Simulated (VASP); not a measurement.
# TaAgS2 (P-4m2) in VASP: a series of runs

The runs below take TaAgS2 through single point, relaxation of cell and atoms, with PBE.

Everything below comes from runs of VASP 6.6.1. Logs are shortened: lines on timing, memory, paths and dates and some standing lists are left out, and cuts for length are marked.

### Step 1. The cell of the first run

The structure is tetragonal, space group P-4m2 (No. 115). The conventional cell has a = 3.359 Å, b = 3.359 Å, c = 7.418 Å, α = 90.00°, β = 90.00°, γ = 90.00°. Within 3.1 Å of Ta (site symmetry -4m2) lie 4 S at 2.38 Å. Within 3.5 Å of Ag (site symmetry -4m2) lie 4 S at 2.63 Å and 4 Ag at 3.36 Å. S (site symmetry 2mm) has 2 Ta at 2.38 Å and 2 Ag at 2.63 Å within 3.1 Å.

### Step 2. Single point, PBE

INCAR

```
SYSTEM = TaAgS2
PREC = Accurate
ENCUT = 520
EDIFF = 1E-6
ISMEAR = 0
SIGMA = 0.1
LREAL = .False.
LASPH = .True.
NELM = 100
ALGO = Normal
ISIF = 2
LWAVE = .False.
LCHARG = .True.
GGA = PE
LELF = .True.
LVHAR = .True.
NBANDS = 25
```

KPOINTS

```
regular mesh
0
Gamma
  14 14 6
  0 0 0
```

POSCAR

```
TaAgS2
1.0
    3.3593516051      0.0000000000      0.0000000000
    0.0000000000      3.3593516051      0.0000000000
    0.0000000000      0.0000000000      7.4176267819
Ta Ag S
1 1 2
Direct
    0.0000000000      0.0000000000      0.0000000000
    0.5000000000      0.5000000000      0.5000000000
    0.5000000000      0.0000000000      0.7720718167
    0.0000000000      0.5000000000      0.2279281833
```

Potentials or basis: VASP PAW PBE potentials, release 64 (Ta_pv, Ag, S).

Started as:

```bash
> cat potpaw_PBE.64/Ta_pv/POTCAR potpaw_PBE.64/Ag/POTCAR potpaw_PBE.64/S/POTCAR > POTCAR
> mpirun -np 1 vasp_std > vasp.out
```

OUTCAR:

```text
SYSTEM = TaAgS2
   PREC = Accurate
   ENCUT = 520
   EDIFF = 1E-6
   ISMEAR = 0
   LREAL = .False.
   LASPH = .True.
   NELM = 100
   ISIF = 2
   GGA = PE

 ion  position               nearest neighbor table
   1  0.000  0.000  0.000-   3 2.38   4 2.38   4 2.38   3 2.38
   2  0.500  0.500  0.500-   3 2.63   4 2.63   3 2.63   4 2.63
   3  0.500  0.000  0.772-   1 2.38   1 2.38   2 2.63   2 2.63
   4  0.000  0.500  0.228-   1 2.38   1 2.38   2 2.63   2 2.63

  LATTYP: Found a simple tetragonal cell.
 ALAT       =     3.3593516051
 C/A-ratio  =     2.2080531167

  Lattice vectors:

 A1 = (   3.3593516051,   0.0000000000,   0.0000000000)
 A2 = (   0.0000000000,   3.3593516051,   0.0000000000)
 A3 = (   0.0000000000,   0.0000000000,   7.4176267819)

Analysis of symmetry for initial positions (statically):
=====================================================================
 Subroutine PRICEL returns:
 Original cell was already a primitive cell.

 Routine SETGRP: Setting up the symmetry group for a
 simple tetragonal supercell.

 Subroutine GETGRP returns: Found  8 space group operations
 (whereof  8 operations were pure point group operations)
 out of a pool of 16 trial point group operations.

The static configuration has the point symmetry D_2d.

Analysis of symmetry for dynamics (positions and initial velocities):
=====================================================================
 Subroutine PRICEL returns:
 Original cell was already a primitive cell.

 Routine SETGRP: Setting up the symmetry group for a
 simple tetragonal supercell.

 Subroutine GETGRP returns: Found  8 space group operations
 (whereof  8 operations were pure point group operations)
 out of a pool of 16 trial point group operations.

The dynamic configuration has the point symmetry D_2d.

 Subroutine INISYM returns: Found  8 space group operations
 (whereof  8 operations are pure point group operations),
 and found     1 'primitive' translations

----------------------------------------------------------------------------------------

                                     Primitive cell

  volume of cell :      83.7097

  direct lattice vectors                    reciprocal lattice vectors
     3.359351605  0.000000000  0.000000000     0.297676492  0.000000000  0.000000000
     0.000000000  3.359351605  0.000000000     0.000000000  0.297676492  0.000000000
     0.000000000  0.000000000  7.417626782     0.000000000  0.000000000  0.134814008

  length of vectors
     3.359351605  3.359351605  7.417626782     0.297676492  0.297676492  0.134814008

  position of ions in fractional coordinates (direct lattice)
     0.000000000  0.000000000  0.000000000
     0.500000000  0.500000000  0.500000000
     0.500000000  0.000000000  0.772071817
     0.000000000  0.500000000  0.227928183

  ion indices of the primitive-cell ions
   primitive index   ion index
                 1           1
                 2           2
                 3           3
                 4           4

----------------------------------------------------------------------------------------

 KPOINTS: regular mesh

Automatic generation of k-mesh.
 Grid dimensions read from file:
 generate k-points for:   14   14    6

 Generating k-lattice:

  Cartesian coordinates                     Fractional coordinates (reciprocal lattice)
     0.021262607  0.000000000  0.000000000     0.071428571  0.000000000  0.000000000
     0.000000000  0.021262607  0.000000000     0.000000000  0.071428571  0.000000000
     0.000000000  0.000000000  0.022469001     0.000000000  0.000000000  0.166666667

  Length of vectors
     0.021262607  0.021262607  0.022469001

  Shift w.r.t. Gamma in fractional coordinates (k-lattice)
     0.000000000  0.000000000  0.000000000

 Subroutine IBZKPT returns following result:
 ===========================================

 Found    144 irreducible k-points:

 Following reciprocal coordinates:
            Coordinates               Weight
  0.000000  0.000000  0.000000      1.000000
  0.071429  0.000000  0.000000      4.000000
  0.142857  0.000000  0.000000      4.000000
  0.214286  0.000000  0.000000      4.000000
  0.285714  0.000000  0.000000      4.000000
  0.357143  0.000000  0.000000      4.000000
[... 16 lines left out ...]
  0.285714  0.214286  0.000000      8.000000
  0.357143  0.214286  0.000000      8.000000
 [... further k-points ...]
   k-points           NKPTS =    144   k-points in BZ     NKDIM =    144   number of bands    NBANDS=     25
   number of dos      NEDOS =    301   number of ions     NIONS =      4
   total plane-waves  NPLWV =  43904
   dimension x,y,z NGX =    28 NGY =   28 NGZ =   56
   dimension x,y,z NGXF=    56 NGYF=   56 NGZF=  112
   ions per type =               1   1   2
   NGX,Y,Z   is equivalent  to a cutoff of  13.86, 13.86, 12.55 a.u.
   NGXF,Y,Z  is equivalent  to a cutoff of  27.71, 27.71, 25.10 a.u.
 SYSTEM =  TaAgS2
   PREC   = accura    normal or accurate (medium, high low for compatibility)
   ISTART =      0    job   : 0-new  1-cont  2-samecut
   ICHARG =      2    charge: 1-file 2-atom 10-const
   ISPIN  =      1    spin polarized calculation?
   LNONCOLLINEAR =      F non collinear calculations
   LSORBIT =      F    spin-orbit coupling
   LASPH  =      T    aspherical Exc in radial PAW
   ENCUT  =  520.0 eV  38.22 Ry    6.18 a.u.   6.25  6.25 13.79*2*pi/ulx,y,z
   NELM   =    100;   NELMIN=  2; NELMDL= -5     # of ELM steps
   EDIFF  = 0.1E-05   stopping-criterion for ELM
   LREAL  =      F    real-space projection
   EDIFFG = 0.1E-04   stopping-criterion for IOM
   NSW    =      0    number of steps for IOM
   IBRION =     -1    ionic relax: 0-MD 1-quasi-New 2-CG
   NFREE  =      0    steps in history (QN), initial steepest desc. (CG)
   ISIF   =      2    stress and relaxation
   ISYM   =      2    0-nonsym 1-usesym 2-fastsym
   POTIM  = 0.5000    time-step for ionic-motion
   TEBEG  =    0.0;   TEEND  =   0.0 temperature during run
   PSTRESS=    0.0 pullay stress
   NELECT =      34.0000    total number of electrons
   NUPDOWN=      -1.0000    fix difference up-down
   EMIN   =  10.00;   EMAX   =-10.00  energy-range for DOS
   EFERMI =   0.00;   METHOD = LEGACY
   ISMEAR =     0;   SIGMA  =   0.10  broadening in eV -4-tet -1-fermi 0-gaus
   EFERMI_NEDOS =   21; number of points for ismear=-14 and -15
   IALGO  =     38    algorithm
   IMIX   =      4    mixing-type and parameters
     AMIX     =   0.40;   BMIX     =  1.00
     AMIX_MAG =   1.60;   BMIX_MAG =  1.00
  volume/ion in A,a.u.               =      20.93       141.23
  Fermi-wavevector in a.u.,A,eV,Ry     =   1.212390  2.291086 19.999075  1.469891
  Thomas-Fermi vector in A             =   2.347876
   LORBIT       =      0    0 simple, 1 ext, 2 COOP (PROOUT), +10 PAW based schemes
   GGA     = PE    functional components
   LHFCALC =     F    Hartree Fock is set to
   AEXX    =    0.0000 exact exchange contribution
   IVDW    =     0    specifies the selected vdW correction
   LEPSILON=     F    determine dielectric tensor
   LRPA    =     F    only Hartree local field effects (RPA)
 non-spin polarized calculation
 Gauss-broadening in eV      SIGMA  =   0.10
  energy-cutoff  :      520.00
  volume of cell :       83.71
 maximum number of plane-waves:      2286
 NGX is ok and might be reduce to    28
   NGX = 13   NGY = 13   NGZ = 27

 number of electron      33.9999991 magnetization

 Free energy of the ion-electron system (eV)
  ---------------------------------------------------
  ext. energy  EPLUGINS =         0.00000000
  ---------------------------------------------------
  free energy    TOTEN  =       -23.76679822 eV

  energy without entropy =      -23.75217562  energy(sigma->0) =      -23.75948692

 E-fermi :   5.3903     XC(G=0): -10.3140

 val. band max:        5.3855822824   @ k =   0.5000   0.2143   0.5000
 cond. band min:       5.3913968897   @ k =   0.3571   0.3571   0.0000
 fundamental gap:      0.0058146073
 Fermi energy:         5.3903173697

 k-point     1 :       0.0000    0.0000    0.0000
  band No.  band energies     occupation
      1     -29.6587      2.00000
      2     -29.6292      2.00000
      3     -29.6292      2.00000
      4      -9.0918      2.00000
      5      -8.2411      2.00000
      6      -1.4878      2.00000
[... 17 lines left out ...]
     24      11.5409      0.00000
     25      12.2696      0.00000

 k-point     2 :       0.0714    0.0000    0.0000
  band No.  band energies     occupation
      1     -29.6582      2.00000
      2     -29.6377      2.00000
      3     -29.6285      2.00000
      4      -9.0547      2.00000
      5      -8.2253      2.00000
      6      -1.4301      2.00000
[... 17 lines left out ...]
     24      11.6092      0.00000
     25      12.5075      0.00000

 k-point     3 :       0.1429    0.0000    0.0000
  band No.  band energies     occupation
      1     -29.6682      2.00000
      2     -29.6500      2.00000
      3     -29.6266      2.00000
      4      -8.9477      2.00000
      5      -8.1812      2.00000
      6      -1.2703      2.00000
[... 17 lines left out ...]
     24      11.5785      0.00000
     25      12.6680      0.00000

 k-point     4 :       0.2143    0.0000    0.0000
  band No.  band energies     occupation
      1     -29.7034      2.00000
      2     -29.6468      2.00000
      3     -29.6238      2.00000
      4      -8.7842      2.00000
      5      -8.1188      2.00000
      6      -1.0522      2.00000
[... 17 lines left out ...]
     24      11.4772      0.00000
     25      12.3932      0.00000

 k-point     5 :       0.2857    0.0000    0.0000
  band No.  band energies     occupation
      1     -29.7439      2.00000
      2     -29.6415      2.00000
      3     -29.6208      2.00000
      4      -8.5855      2.00000
      5      -8.0547      2.00000
      6      -0.8723      2.00000
[... 17 lines left out ...]
     24      11.6830      0.00000
     25      12.2355      0.00000

 k-point     6 :       0.3571    0.0000    0.0000
  band No.  band energies     occupation
      1     -29.7803      2.00000
      2     -29.6366      2.00000
      3     -29.6180      2.00000
      4      -8.3802      2.00000
      5      -8.0106      2.00000
      6      -0.8895      2.00000
[... 17 lines left out ...]
     24      11.6549      0.00000
     25      11.9207      0.00000
[... 393 lines left out ...]
 k-point    21 :       0.5000    0.1429    0.0000
  band No.  band energies     occupation
      1     -29.8110      2.00000
      2     -29.6521      2.00000
      3     -29.6249      2.00000
      4      -7.9852      2.00000
      5      -7.9665      2.00000
      6      -0.8687      2.00000
[... 17 lines left out ...]
     24      11.3890      0.00000
     25      11.8054      0.00000

 k-point    22 :       0.2143    0.2143    0.0000
  band No.  band energies     occupation
      1     -29.6975      2.00000
      2     -29.6972      2.00000
      3     -29.6353      2.00000
      4      -8.4993      2.00000
      5      -7.9819      2.00000
      6      -0.6369      2.00000
[... 17 lines left out ...]
     24      11.6700      0.00000
     25      12.3181      0.00000

 k-point    23 :       0.2857    0.2143    0.0000
  band No.  band energies     occupation
      1     -29.7376      2.00000
      2     -29.6939      2.00000
      3     -29.6301      2.00000
      4      -8.3177      2.00000
      5      -7.9065      2.00000
      6      -0.4943      2.00000
[... 17 lines left out ...]
     24      11.9338      0.00000
     25      12.4097      0.00000

 k-point    24 :       0.3571    0.2143    0.0000
  band No.  band energies     occupation
      1     -29.7737      2.00000
      2     -29.6908      2.00000
      3     -29.6252      2.00000
      4      -8.1332      2.00000
      5      -7.8479      2.00000
      6      -0.6013      2.00000
[... 17 lines left out ...]
     24      11.9283      0.00000
     25      12.5511      0.00000

 [... further k-points ...]

------------------------ aborting loop because EDIFF is reached ----------------------------------------

  FORCE on cell =-STRESS in cart. coord.  units (eV):
  Direction    XX          YY          ZZ          XY          YZ          ZX
  --------------------------------------------------------------------------------------
  -------------------------------------------------------------------------------------
  Total       -0.0049700     -0.0049700      0.0134831      0.0000000      0.0000000      0.0000000
  in kB       -0.0951244     -0.0951244      0.2580630      0.0000000      0.0000000      0.0000000
  external PRESSURE =       0.0226047 kB  Pullay stress =       0.0000000 kB

 VOLUME and BASIS-vectors are now :
 -----------------------------------------------------------------------------
  energy-cutoff  :      520.00
  volume of cell :       83.71
      direct lattice vectors                 reciprocal lattice vectors
     3.359351605  0.000000000  0.000000000     0.297676492  0.000000000  0.000000000
     0.000000000  3.359351605  0.000000000     0.000000000  0.297676492  0.000000000
     0.000000000  0.000000000  7.417626782     0.000000000  0.000000000  0.134814008

 POSITION                                       TOTAL-FORCE (eV/Angst)
 -----------------------------------------------------------------------------------
      0.00000      0.00000      0.00000         0.000000      0.000000      0.000000
      1.67968      1.67968      3.70881         0.000000     -0.000000      0.000000
      1.67968      0.00000      5.72694        -0.000000      0.000000     -0.016720
      0.00000      1.67968      1.69069         0.000000      0.000000      0.016720
 -----------------------------------------------------------------------------------
    total drift:                                0.000000      0.000000      0.000000

  FREE ENERGIE OF THE ION-ELECTRON SYSTEM (eV)
  ---------------------------------------------------
  free  energy   TOTEN  =       -23.7667982204 eV

  energy  without entropy=      -23.7521756231  energy(sigma->0) =      -23.75948692
```

Run time: 3 min. Hardware: 1 thread of Intel Xeon Platinum 8488C (Sapphire Rapids), shared host; peak memory 0.43 GiB.

What came out:

```yaml
Free_energy: -23.7668 eV
Pressure: 0.0 GPa
Largest_force: 0.017 eV/Å
Band_gap_on_the_k_mesh: zero (band 17 reaches 5.60 eV, above the bottom of band 18 at 4.74 eV)
```

Forces on the atoms (eV/Å):
```
Ta   0.000  0.000  0.000
Ag   0.000  0.000  0.000
S    0.000  0.000 -0.017
S    0.000  0.000  0.017
```

Levels at points of the mesh, in eV from the Fermi level:
```tsv
k point	band 15	band 16	band 17	band 18	band 19	band 20
(0.00, 0.00, 0.00)	-1.83	-1.46	-1.46	0.09	1.60	2.06
(0.50, 0.00, 0.00)	-2.93	-1.61	-0.35	0.66	1.75	2.89
(0.50, 0.50, 0.00)	-2.89	-2.89	-0.20	0.51	0.51	3.00
(0.00, 0.00, 0.50)	-1.10	-1.06	-1.06	-0.65	2.06	2.46
(0.50, 0.00, 0.50)	-2.91	-1.56	0.21	0.73	1.64	2.55
(0.50, 0.50, 0.50)	-2.69	-2.59	-0.06	0.18	0.18	2.99
```

Caveat: spin-orbit coupling is left out, which moves the levels of the heavy elements.

### Step 3. Relaxation of cell and atoms, PBE

This run uses another cell than the first one, of 20.85 Å³/atom, 0.996 times its volume.

INCAR

```
  PREC = Accurate
  ENCUT = 600
  EDIFF = 1E-7
  ISMEAR = 0
  SIGMA = 0.1
  LREAL = F
  LASPH = T
  NELM = 100
  ALGO = Normal
  ISIF = 3
  LWAVE = F
  LCHARG = F
  GGA = PE
  IBRION = 2
  NSW = 100
  EDIFFG = -0.01
```

KPOINTS

```
regular mesh
0
Gamma
  14 14 6
```

POSCAR

```
TaAgS2
1.0
    3.3477756566      0.0000000000      0.0000000000
    0.0000000000      3.3477756566      0.0000000000
    0.0000000000      0.0000000000      7.4427294423
Ta Ag S
1 1 2
Direct
    0.0000000000      0.0000000000      0.0000000000
    0.5000000000      0.5000000000      0.5000000000
    0.5000000000      0.0000000000      0.7719240387
    0.0000000000      0.5000000000      0.2280759613
```

Potentials or basis: VASP PAW PBE potentials, release 64 (Ta_pv, Ag, S).

Started as:

```bash
> cat potpaw_PBE.64/Ta_pv/POTCAR potpaw_PBE.64/Ag/POTCAR potpaw_PBE.64/S/POTCAR > POTCAR
> mpirun -np 1 vasp_std > vasp.out
```

It used 610 s of CPU time on 1 thread of Intel(R) Xeon(R) Platinum 8488C (Sapphire Rapids), with other jobs on the host.

The run converged. Its results:

- Free energy: -23.7673 eV
- Relaxed volume: 20.90 Å³/atom
- Relaxed cell: a = 3.355 Å, b = 3.355 Å, c = 7.426 Å, α = 90.00°, β = 90.00°, γ = 90.00°
- Space group after relaxing (to 0.05 Å): P-4m2 (No. 115)
- Energy gained by relaxing: 0.1 meV/atom
- Ionic steps: 5
- Pressure after relaxing: 0.0 GPa
- Largest force after relaxing: 0.003 eV/Å
- Band gap on the k mesh: zero (band 17 reaches 5.59 eV, above the bottom of band 18 at 4.74 eV)

Forces on the atoms (eV/Å):
```
Ta   0.000  0.000  0.000
Ag   0.000  0.000  0.000
S    0.000  0.000  0.003
S    0.000  0.000 -0.003
```

The path:
| step | energy change (eV) | largest force (eV/Å) | pressure (GPa) | volume (Å³) |
| --- | --- | --- | --- | --- |
| 1 | 0.0000 | 0.0151 | 0.10 | 83.42 |
| 2 | -0.0001 | 0.0076 | -0.07 | 83.57 |
| 3 | -0.0001 | 0.0057 | -0.06 | 83.56 |
| 4 | -0.0002 | 0.0049 | -0.04 | 83.58 |
| 5 | -0.0002 | 0.0033 | -0.01 | 83.60 |

Final structure:
```cif
data_structure
_symmetry_space_group_name_H-M 'P 1'
_symmetry_Int_Tables_number 1
_cell_length_a 3.3554
_cell_length_b 3.3554
_cell_length_c 7.4256
_cell_angle_alpha 90.000
_cell_angle_beta 90.000
_cell_angle_gamma 90.000
_cell_volume 83.60
loop_
_atom_site_label
_atom_site_type_symbol
_atom_site_fract_x
_atom_site_fract_y
_atom_site_fract_z
_atom_site_occupancy
Ta1 Ta 0.00000 0.00000 0.00000 1
Ag1 Ag 0.50000 0.50000 0.50000 1
S1 S 0.50000 0.00000 0.77176 1
S2 S 0.00000 0.50000 0.22824 1
```

Levels at points of the mesh, in eV from the Fermi level:
```
           k point  band 15  band 16  band 17  band 18  band 19  band 20
(0.00, 0.00, 0.00)    -1.84    -1.44    -1.44     0.07     1.62     2.08
(0.50, 0.00, 0.00)    -2.90    -1.58    -0.36     0.66     1.75     2.92
(0.50, 0.50, 0.00)    -2.88    -2.88    -0.21     0.52     0.52     3.03
(0.00, 0.00, 0.50)    -1.11    -1.04    -1.04    -0.66     2.08     2.47
(0.50, 0.00, 0.50)    -2.88    -1.53     0.19     0.73     1.65     2.55
(0.50, 0.50, 0.50)    -2.68    -2.58    -0.07     0.19     0.19     3.01
```

Caveat: spin-orbit coupling is left out, which moves the levels of the heavy elements.

(Continued in part 2 of 2.)
